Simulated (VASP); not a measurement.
# Rh (P6_3/mmc) in VASP: vibrations by perturbation theory with LDA

Aim: the vibrations by perturbation theory of Rh with LDA.

Program: VASP 6.6.1. These are calculated values, not measurements. Logs are shortened: lines on timing, memory, paths and dates and some standing lists are left out, and cuts for length are marked.

### Step 1. The cell of the first run

It takes space group P6_3/mmc (No. 194, hexagonal). Conventional cell: a = 2.731 Å, b = 2.731 Å, c = 4.428 Å, α = 90.00°, β = 90.00°, γ = 120.00°. Rh (site symmetry -6m2) has 12 Rh at 2.72 to 2.73 Å within 3.6 Å.

### Step 2. Vibrations by perturbation theory, LDA

INCAR

```
SYSTEM = Rh
PREC = Accurate ; ENCUT = 520
EDIFF = 1E-8 ; ISMEAR = -1
SIGMA = 0.1 ; LREAL = .FALSE.
LASPH = .TRUE. ; NELM = 80
ALGO = Normal ; ISIF = 2
LWAVE = .FALSE. ; LCHARG = .FALSE.
GGA = CA ; NBANDS = 22
IBRION = 8 ; NSW = 1
```

KPOINTS

```
regular mesh
0
G
  14 14 8
  0 0 0
```

POSCAR

```
Rh
1.0
    2.7309790000      0.0000000000      0.0000000000
   -1.3654900000      2.3650970000      0.0000000000
    0.0000000000      0.0000000000      4.4284890000
Rh
2
Direct
    0.6666666667      0.3333333333      0.7500000000
    0.3333333333      0.6666666667      0.2500000000
```

Potentials or basis: VASP PAW LDA potentials, release 64 (Rh_pv).

Started as:

```sh
> cat potpaw_LDA.64/Rh_pv/POTCAR > POTCAR
> mpirun -np 1 vasp_std > vasp.out
```

OUTCAR:

```text
SYSTEM = Rh
   PREC = Accurate
   ENCUT = 520
   EDIFF = 1E-8
   ISMEAR = -1
   LREAL = .FALSE.
   LASPH = .TRUE.
   NELM = 80
   ISIF = 2
   GGA = CA
   IBRION = 8
   NSW = 1

 ion  position               nearest neighbor table
   1  0.667  0.333  0.750-   2 2.72   2 2.72   2 2.72   2 2.72   2 2.72   2 2.72
   2  0.333  0.667  0.250-   1 2.72   1 2.72   1 2.72   1 2.72   1 2.72   1 2.72

  LATTYP: Found a hexagonal cell.
 ALAT       =     2.7309790000
 C/A-ratio  =     1.6215756328

  Lattice vectors:

 A1 = (   2.7309790000,   0.0000000000,   0.0000000000)
 A2 = (  -1.3654900000,   2.3650970000,   0.0000000000)
 A3 = (   0.0000000000,   0.0000000000,   4.4284890000)

Analysis of symmetry for initial positions (statically):
=====================================================================
 Subroutine PRICEL returns:
 Original cell was already a primitive cell.

 Routine SETGRP: Setting up the symmetry group for a
 hexagonal supercell.

 Subroutine GETGRP returns: Found 24 space group operations
 (whereof 12 operations were pure point group operations)
 out of a pool of 24 trial point group operations.

The static configuration has the point symmetry D_3d.
 The point group associated with its full space group is D_6h.

Analysis of symmetry for dynamics (positions and initial velocities):
=====================================================================
 Subroutine PRICEL returns:
 Original cell was already a primitive cell.

 Routine SETGRP: Setting up the symmetry group for a
 hexagonal supercell.

 Subroutine GETGRP returns: Found 24 space group operations
 (whereof 12 operations were pure point group operations)
 out of a pool of 24 trial point group operations.

The dynamic configuration has the point symmetry D_3d.
 The point group associated with its full space group is D_6h.

 Subroutine INISYM returns: Found 24 space group operations
 (whereof 12 operations are pure point group operations),
 and found     1 'primitive' translations

----------------------------------------------------------------------------------------

                                     Primitive cell

  volume of cell :      28.6037

  direct lattice vectors                    reciprocal lattice vectors
     2.730979000  0.000000000  0.000000000     0.366169055  0.211407897  0.000000000
    -1.365490000  2.365097000  0.000000000     0.000000000  0.422815639  0.000000000
     0.000000000  0.000000000  4.428489000     0.000000000  0.000000000  0.225810655

  length of vectors
     2.730979000  2.730979084  4.428489000     0.422815652  0.422815639  0.225810655

  position of ions in fractional coordinates (direct lattice)
     0.666666667  0.333333333  0.750000000
     0.333333333  0.666666667  0.250000000

  ion indices of the primitive-cell ions
   primitive index   ion index
                 1           1
                 2           2

----------------------------------------------------------------------------------------

 KPOINTS: regular mesh

Automatic generation of k-mesh.
 Grid dimensions read from file:
 generate k-points for:   14   14    8

 Generating k-lattice:

  Cartesian coordinates                     Fractional coordinates (reciprocal lattice)
     0.026154933  0.015100564  0.000000000     0.071428571  0.000000000  0.000000000
     0.000000000  0.030201117  0.000000000     0.000000000  0.071428571  0.000000000
     0.000000000  0.000000000  0.028226332     0.000000000  0.000000000  0.125000000

  Length of vectors
     0.030201118  0.030201117  0.028226332

[... 79 lines left out ...]
   LHFCALC =     F    Hartree Fock is set to
   AEXX    =    0.0000 exact exchange contribution
   IVDW    =     0    specifies the selected vdW correction
   LEPSILON=     F    determine dielectric tensor
   LRPA    =     F    only Hartree local field effects (RPA)
 non-spin polarized calculation
  energy-cutoff  :      520.00
  volume of cell :       28.60
 maximum number of plane-waves:       786
   NGX = 11   NGY = 11   NGZ = 17

--------------------------------------- Ionic step        1  -------------------------------------------

 number of electron      30.0000007 magnetization

 Free energy of the ion-electron system (eV)
  ---------------------------------------------------
  ext. energy  EPLUGINS =         0.00000000
  ---------------------------------------------------
  free energy    TOTEN  =       -17.21486818 eV

  energy without entropy =      -17.09746259  energy(sigma->0) =      -17.15616539

 E-fermi :  11.0724     XC(G=0): -14.1003

 val. band max:       11.0656322001   @ k =   0.2857   0.0000   0.3750
 cond. band min:      11.0740648886   @ k =   0.5000  -0.0000   0.2500
 fundamental gap:      0.0084326885
 Fermi energy:        11.0723570965

 k-point     1 :       0.0000    0.0000    0.0000
  band No.  band energies     occupation
      1     -35.7527      2.00000
      2     -35.1744      2.00000
      3     -35.1744      2.00000
      4     -35.0906      2.00000
      5     -35.0799      2.00000
      6     -35.0799      2.00000
[... 589 lines left out ...]
     21      24.3351      0.00000
     22      25.4578      0.00000

 [... further k-points ...]
[... 5 lines left out ...]
  --------------------------------------------------------------------------------------
  -------------------------------------------------------------------------------------
  Total       -3.1493563     -3.1493558     -3.4783294      0.0000007      0.0000000      0.0000000
  in kB     -176.4044334   -176.4044049   -194.8311511      0.0000373      0.0000000      0.0000000
  external PRESSURE =    -182.5466631 kB  Pullay stress =       0.0000000 kB

 VOLUME and BASIS-vectors are now :
 -----------------------------------------------------------------------------
  energy-cutoff  :      520.00
  volume of cell :       28.60
      direct lattice vectors                 reciprocal lattice vectors
     2.730979000  0.000000000  0.000000000     0.366169055  0.211407897  0.000000000
    -1.365490000  2.365097000  0.000000000     0.000000000  0.422815639  0.000000000
     0.000000000  0.000000000  4.428489000     0.000000000  0.000000000  0.225810655

 POSITION                                       TOTAL-FORCE (eV/Angst)
 -----------------------------------------------------------------------------------
      1.36549      0.78837      3.32137        -0.000000     -0.000000      0.000000
     -0.00000      1.57673      1.10712         0.000000      0.000000      0.000000
 -----------------------------------------------------------------------------------
    total drift:                                0.000000     -0.000000      0.000000

  FREE ENERGIE OF THE ION-ELECTRON SYSTEM (eV)
  ---------------------------------------------------
  free  energy   TOTEN  =       -17.2148681824 eV

  energy  without entropy=      -17.0974625919  energy(sigma->0) =      -17.15616539

[... ionic steps 2 to 3 ...]

--------------------------------------- Ionic step        4  -------------------------------------------

------------------------ aborting loop because EDIFF is reached ----------------------------------------

[... ionic steps 5 to 5 ...]

--------------------------------------- Ionic step        6  -------------------------------------------

 Free energy of the ion-electron system (eV)
  ---------------------------------------------------
  ---------------------------------------------------
  free energy    TOTEN  =        -0.57954866 eV

  energy without entropy =       -0.57954866

------------------------ aborting loop because EDIFF is reached ----------------------------------------

 INTERNAL STRAIN TENSOR  FOR ION    1  DIRECTION 3   (eV/Angst):
 -----------------------------------------------------------------------------
     0.07618 -0.00000  0.00000
    -0.00000  0.07618 -0.00000
    -0.00000  0.00000 -0.14618

 INTERNAL STRAIN TENSOR FOR ION    2 for displacements in x,y,z  (eV/Angst):
          X           Y           Z          XY          YZ          ZX
  --------------------------------------------------------------------------------
  x     0.00000    -0.00000    -0.00000    -1.58369     0.00000     0.00000
  y    -1.58369     1.58369     0.00000    -0.00000     0.00000     0.00000
  z     0.00000     0.00000     0.00000     0.00000     0.00000     0.00000

 SECOND DERIVATIVES (NOT SYMMETRIZED)
 ------------------------------------
               1X          1Y          1Z          2X          2Y          2Z
  1X    -3.508578    0.000001    0.000000    3.508578   -0.000001    0.000000
  1Y     0.000001   -3.508577    0.000000   -0.000001    3.508577    0.000000
  1Z     0.000000    0.000000   -8.090627    0.000000   -0.000000    8.090627
  2X     3.508578   -0.000001    0.000000   -3.508578    0.000001    0.000000
  2Y    -0.000001    3.508577    0.000000    0.000001   -3.508577    0.000000
  2Z     0.000000   -0.000000    8.090627    0.000000    0.000000   -8.090627

 Eigenvectors and eigenvalues of the dynamical matrix
 ----------------------------------------------------

   1 f  =    6.199212 THz    38.950796 2PiTHz  206.783444 cm-1    25.637868 meV
             X         Y         Z           dx          dy          dz
      1.365489  0.788366  3.321367     0.000000    0.000000   -0.707107
     -0.000000  1.576731  1.107122     0.000000    0.000000    0.707107
[... 11 lines left out ...]
   4 f  =    0.000000 THz     0.000001 2PiTHz    0.000003 cm-1     0.000000 meV
             X         Y         Z           dx          dy          dz
      1.365489  0.788366  3.321367     0.161424    0.684156   -0.076632
     -0.000000  1.576731  1.107122     0.161424    0.684156   -0.076632

   5 f/i=    0.000000 THz     0.000000 2PiTHz    0.000000 cm-1     0.000000 meV
             X         Y         Z           dx          dy          dz
      1.365489  0.788366  3.321367    -0.042094   -0.068754   -0.702496
     -0.000000  1.576731  1.107122    -0.042094   -0.068754   -0.702496

   6 f/i=    0.000000 THz     0.000000 2PiTHz    0.000002 cm-1     0.000000 meV
             X         Y         Z           dx          dy          dz
      1.365489  0.788366  3.321367     0.687147   -0.164933   -0.025032
     -0.000000  1.576731  1.107122     0.687147   -0.164933   -0.025032

--------------------------------------------------------------------------------------------------------

 ELASTIC MODULI CONTR FROM IONIC RELAXATION (kBar)
 Direction    XX          YY          ZZ          XY          YZ          ZX
 --------------------------------------------------------------------------------
 XX         -40.0405     40.0405      0.0000      0.0000      0.0000      0.0000
 YY          40.0405    -40.0405     -0.0000      0.0000      0.0000     -0.0000
 ZZ           0.0000     -0.0000     -0.0000     -0.0000      0.0000      0.0000
 XY           0.0000      0.0000     -0.0000    -40.0405      0.0000      0.0000
 YZ           0.0000      0.0000      0.0000      0.0000      0.0000      0.0000
 ZX           0.0000     -0.0000      0.0000      0.0000      0.0000     -0.0000
 --------------------------------------------------------------------------------
```

Run time: 5.8 min. Hardware: 1 thread of Intel Xeon Platinum 8559C (Emerald Rapids), shared host; peak memory 0.61 GiB.

What came out:

```
Highest phonon frequency at Γ : 207 cm⁻¹
```

Phonon frequencies in cm⁻¹ (negative: imaginary):
```tsv
q point	frequencies
(0.000, 0.000, 0.000)	0 0 0 136 136 207
```

Caveat: the cell wasn't relaxed at this level first, which shifts response properties.
